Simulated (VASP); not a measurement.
# BN (P4_2/mnm) in VASP: further runs, part 2 of 2

VASP 6.6.1. Earlier steps stand in the parts before.

## 5. Single point, PBEsol

This run uses another cell than the first one, of the same volume but with other edges.

Contents of INCAR:

```
  PREC = Accurate
  ENCUT = 520
  EDIFF = 1E-7
  ISMEAR = 0
  SIGMA = 0.05
  LREAL = F
  LASPH = T
  NELM = 100
  ALGO = Normal
  ISIF = 2
  LWAVE = F
  LCHARG = T
  GGA = PS
  LELF = T
  LVHAR = T
  NBANDS = 26
```

Contents of KPOINTS:

```
regular mesh
0
Gamma
  6 6 10
```

Contents of POSCAR:

```
BN
1.0
    4.2663000000      0.0000000000      0.0000000000
    0.0000000000      4.2663000000      0.0000000000
    0.0000000000      0.0000000000      2.6142000000
B N
4 4
Direct
    0.1741337327      0.8258662673      0.5000000000
    0.3258662673      0.3258662673      0.0000000000
    0.6741337327      0.6741337327      0.0000000000
    0.8258662673      0.1741337327      0.5000000000
    0.8123909516      0.8123909516      0.5000000000
    0.3123909516      0.6876090484      0.0000000000
    0.6876090484      0.3123909516      0.0000000000
    0.1876090484      0.1876090484      0.5000000000
```

Potentials or basis: VASP PAW PBE potentials, release 64 (B, N).

Launch:

```console
$ cat potpaw_PBE.64/B/POTCAR potpaw_PBE.64/N/POTCAR > POTCAR
$ mpirun -np 1 vasp_std > vasp.out
```

OUTCAR:

```text
PREC = Accurate
   ENCUT = 520
   EDIFF = 1E-7
   ISMEAR = 0
   LREAL = F
   LASPH = T
   NELM = 100
   ISIF = 2
   GGA = PS

 ion  position               nearest neighbor table
   1  0.174  0.826  0.500-   5 1.54   8 1.54   6 1.55   6 1.55   4 2.10
   2  0.326  0.326  0.000-   6 1.54   7 1.54   8 1.55   8 1.55   3 2.10
   3  0.674  0.674  0.000-   6 1.54   7 1.54   5 1.55   5 1.55   2 2.10
   4  0.826  0.174  0.500-   5 1.54   8 1.54   7 1.55   7 1.55   1 2.10
   5  0.812  0.812  0.500-   1 1.54   4 1.54   3 1.55   3 1.55
   6  0.312  0.688  0.000-   2 1.54   3 1.54   1 1.55   1 1.55
   7  0.688  0.312  0.000-   2 1.54   3 1.54   4 1.55   4 1.55
   8  0.188  0.188  0.500-   1 1.54   4 1.54   2 1.55   2 1.55

  LATTYP: Found a simple tetragonal cell.
 ALAT       =     4.2663000000
 C/A-ratio  =     0.6127557837

  Lattice vectors:

 A1 = (   4.2663000000,   0.0000000000,   0.0000000000)
 A2 = (   0.0000000000,   4.2663000000,   0.0000000000)
 A3 = (   0.0000000000,   0.0000000000,   2.6142000000)

Analysis of symmetry for initial positions (statically):
=====================================================================
 Subroutine PRICEL returns:
 Original cell was already a primitive cell.

 Routine SETGRP: Setting up the symmetry group for a
 simple tetragonal supercell.

 Subroutine GETGRP returns: Found 16 space group operations
 (whereof  8 operations were pure point group operations)
 out of a pool of 16 trial point group operations.

The static configuration has the point symmetry D_2h.
 The point group associated with its full space group is D_4h.

Analysis of symmetry for dynamics (positions and initial velocities):
=====================================================================
 Subroutine PRICEL returns:
 Original cell was already a primitive cell.

 Routine SETGRP: Setting up the symmetry group for a
 simple tetragonal supercell.

 Subroutine GETGRP returns: Found 16 space group operations
 (whereof  8 operations were pure point group operations)
 out of a pool of 16 trial point group operations.

The dynamic configuration has the point symmetry D_2h.
 The point group associated with its full space group is D_4h.

 Subroutine INISYM returns: Found 16 space group operations
 (whereof  8 operations are pure point group operations),
 and found     1 'primitive' translations

----------------------------------------------------------------------------------------

                                     Primitive cell

  volume of cell :      47.5819

  direct lattice vectors                    reciprocal lattice vectors
     4.266300000  0.000000000  0.000000000     0.234395143  0.000000000  0.000000000
     0.000000000  4.266300000  0.000000000     0.000000000  0.234395143  0.000000000
     0.000000000  0.000000000  2.614200000     0.000000000  0.000000000  0.382526203

  length of vectors
     4.266300000  4.266300000  2.614200000     0.234395143  0.234395143  0.382526203

  position of ions in fractional coordinates (direct lattice)
     0.174133733  0.825866267  0.500000000
     0.325866267  0.325866267  0.000000000
     0.674133733  0.674133733  0.000000000
[... 39 lines left out ...]
 ===========================================

 Found     60 irreducible k-points:

 Following reciprocal coordinates:
            Coordinates               Weight
  0.000000  0.000000  0.000000      1.000000
  0.166667  0.000000  0.000000      4.000000
  0.333333  0.000000  0.000000      4.000000
  0.500000  0.000000  0.000000      2.000000
  0.166667  0.166667  0.000000      4.000000
  0.333333  0.166667  0.000000      8.000000
[... 16 lines left out ...]
  0.333333  0.000000  0.200000      8.000000
  0.500000  0.000000  0.200000      4.000000
 [... further k-points ...]
   k-points           NKPTS =     60   k-points in BZ     NKDIM =     60   number of bands    NBANDS=     26
   number of dos      NEDOS =    301   number of ions     NIONS =      8
   total plane-waves  NPLWV =  20480
   dimension x,y,z NGX =    32 NGY =   32 NGZ =   20
   dimension x,y,z NGXF=    64 NGYF=   64 NGZF=   40
   ions per type =               4   4
   NGX,Y,Z   is equivalent  to a cutoff of  12.47, 12.47, 12.72 a.u.
   NGXF,Y,Z  is equivalent  to a cutoff of  24.94, 24.94, 25.44 a.u.
 SYSTEM =  unknown system
   PREC   = accura    normal or accurate (medium, high low for compatibility)
   ISTART =      0    job   : 0-new  1-cont  2-samecut
   ICHARG =      2    charge: 1-file 2-atom 10-const
   ISPIN  =      1    spin polarized calculation?
   LNONCOLLINEAR =      F non collinear calculations
   LSORBIT =      F    spin-orbit coupling
   LASPH  =      T    aspherical Exc in radial PAW
   ENCUT  =  520.0 eV  38.22 Ry    6.18 a.u.   7.93  7.93  4.86*2*pi/ulx,y,z
   NELM   =    100;   NELMIN=  2; NELMDL= -5     # of ELM steps
   EDIFF  = 0.1E-06   stopping-criterion for ELM
   LREAL  =      F    real-space projection
   EDIFFG = 0.1E-05   stopping-criterion for IOM
   NSW    =      0    number of steps for IOM
   IBRION =     -1    ionic relax: 0-MD 1-quasi-New 2-CG
   NFREE  =      0    steps in history (QN), initial steepest desc. (CG)
   ISIF   =      2    stress and relaxation
   ISYM   =      2    0-nonsym 1-usesym 2-fastsym
   POTIM  = 0.5000    time-step for ionic-motion
   TEBEG  =    0.0;   TEEND  =   0.0 temperature during run
   PSTRESS=    0.0 pullay stress
   NELECT =      32.0000    total number of electrons
   NUPDOWN=      -1.0000    fix difference up-down
   EMIN   =  10.00;   EMAX   =-10.00  energy-range for DOS
   EFERMI =   0.00;   METHOD = LEGACY
   ISMEAR =     0;   SIGMA  =   0.05  broadening in eV -4-tet -1-fermi 0-gaus
   EFERMI_NEDOS =   21; number of points for ismear=-14 and -15
   IALGO  =     38    algorithm
   IMIX   =      4    mixing-type and parameters
     AMIX     =   0.40;   BMIX     =  1.00
     AMIX_MAG =   1.60;   BMIX_MAG =  1.00
  volume/ion in A,a.u.               =       5.95        40.14
  Fermi-wavevector in a.u.,A,eV,Ry     =   1.434314  2.710461 27.990683  2.057257
  Thomas-Fermi vector in A             =   2.553736
   LORBIT       =      0    0 simple, 1 ext, 2 COOP (PROOUT), +10 PAW based schemes
   GGA     = PS    functional components
   LHFCALC =     F    Hartree Fock is set to
   AEXX    =    0.0000 exact exchange contribution
   IVDW    =     0    specifies the selected vdW correction
   LEPSILON=     F    determine dielectric tensor
   LRPA    =     F    only Hartree local field effects (RPA)
 non-spin polarized calculation
 Gauss-broadening in eV      SIGMA  =   0.05
  energy-cutoff  :      520.00
  volume of cell :       47.58
 maximum number of plane-waves:      1304
 NGX is ok and might be reduce to    32

 number of electron      31.9999991 magnetization

 Free energy of the ion-electron system (eV)
  ---------------------------------------------------
  ext. energy  EPLUGINS =         0.00000000
  ---------------------------------------------------
  free energy    TOTEN  =       -72.11745995 eV

  energy without entropy =      -72.11745995  energy(sigma->0) =      -72.11745995

 E-fermi :   7.7200     XC(G=0): -12.8898

 val. band max:        7.5071795017   @ k =   0.0000   0.0000   0.0000
 cond. band min:      11.9845025047   @ k =   0.0000   0.0000   0.3000
 fundamental gap:      4.4773230030
 Fermi energy:         7.7200196565

 k-point     1 :       0.0000    0.0000    0.0000
  band No.  band energies     occupation
      1     -13.2297      2.00000
      2      -8.8208      2.00000
      3      -8.6180      2.00000
      4      -8.6180      2.00000
      5      -2.3184      2.00000
      6      -2.0994      2.00000
[... 685 lines left out ...]
     25      19.7146      0.00000
     26      19.7152      0.00000

 [... further k-points ...]
[... 5 lines left out ...]
  --------------------------------------------------------------------------------------
  -------------------------------------------------------------------------------------
  Total        8.7317983      8.7317983     -6.5210458      0.0000000      0.0000000      0.0000000
  in kB      294.0171632    294.0171632   -219.5766917      0.0000000      0.0000000      0.0000000
  external PRESSURE =     122.8192116 kB  Pullay stress =       0.0000000 kB

 VOLUME and BASIS-vectors are now :
 -----------------------------------------------------------------------------
  energy-cutoff  :      520.00
  volume of cell :       47.58
      direct lattice vectors                 reciprocal lattice vectors
     4.266300000  0.000000000  0.000000000     0.234395143  0.000000000  0.000000000
     0.000000000  4.266300000  0.000000000     0.000000000  0.234395143  0.000000000
     0.000000000  0.000000000  2.614200000     0.000000000  0.000000000  0.382526203

 POSITION                                       TOTAL-FORCE (eV/Angst)
 -----------------------------------------------------------------------------------
      0.74291      3.52339      1.30710         0.238913     -0.238913      0.000000
      1.39024      1.39024      0.00000        -0.238913     -0.238913      0.000000
      2.87606      2.87606      0.00000         0.238913      0.238913     -0.000000
      3.52339      0.74291      1.30710        -0.238913      0.238913     -0.000000
      3.46590      3.46590      1.30710        -0.618085     -0.618085      0.000000
      1.33275      2.93355      0.00000        -0.618085      0.618085      0.000000
      2.93355      1.33275      0.00000         0.618085     -0.618085      0.000000
      0.80040      0.80040      1.30710         0.618085      0.618085      0.000000
 -----------------------------------------------------------------------------------
    total drift:                                0.000000     -0.000000     -0.000000

  FREE ENERGIE OF THE ION-ELECTRON SYSTEM (eV)
  ---------------------------------------------------
  free  energy   TOTEN  =       -72.1174599474 eV

  energy  without entropy=      -72.1174599474  energy(sigma->0) =      -72.11745995
```

Run time: 64 s. Hardware: 1 thread of Intel Xeon 8259CL, shared host; peak memory 0.19 GiB.

What came out:

```yaml
Free_energy: -72.1175 eV
Pressure: 12.3 GPa
Largest_force: 0.874 eV/Å
Band_gap_on_the_k_mesh: 4.48 eV (least direct gap 5.53 eV)
```

Forces in eV/Å, atoms in the order of the input:
```
B    0.239 -0.239  0.000
B   -0.239 -0.239  0.000
B    0.239  0.239  0.000
B   -0.239  0.239  0.000
N   -0.618 -0.618  0.000
N   -0.618  0.618  0.000
N    0.618 -0.618  0.000
N    0.618  0.618  0.000
```

Caveat: the stress differs along the axes, from -22 to 29 GPa; the PAW data sets were made with another functional, which shifts forces and pressure a little. A k mesh can miss the band edges.

## 6. Summary

| cell | gap on the mesh (eV) | pressure (GPa) | largest force (eV/Å) |
| --- | --- | --- | --- |
| a = 4.332, b = 4.332, c = 2.538 Å, 8 atoms | 4.54 | 12.1 | 0.26 |
| a = 4.464, b = 4.464, c = 2.386 Å, 8 atoms | 4.47 | 18.1 | 0.79 |
| a = 4.398, b = 4.398, c = 2.462 Å, 8 atoms | 4.62 | 14.0 | 0.29 |
| a = 4.266, b = 4.266, c = 2.614 Å, 8 atoms | 4.48 | 12.3 | 0.87 |

Alike in all rows: task single point; level PBEsol; potentials or basis VASP PAW PBE potentials, release 64 (B, N); no spin polarisation; k mesh 6 × 6 × 10; cutoff (eV) 520; smearing gaussian 0.05 eV.

Caveats: the PAW data sets were made with another functional, which shifts forces and pressure a little; the stress differs along the axes, from 4 to 16 GPa (at least some runs); the stress differs along the axes, from -7 to 69 GPa (at least some runs); the stress differs along the axes, from 4 to 34 GPa (at least some runs); the stress differs along the axes, from -22 to 29 GPa (at least some runs).

Absolute energies hang on the potentials; compare differences alone.
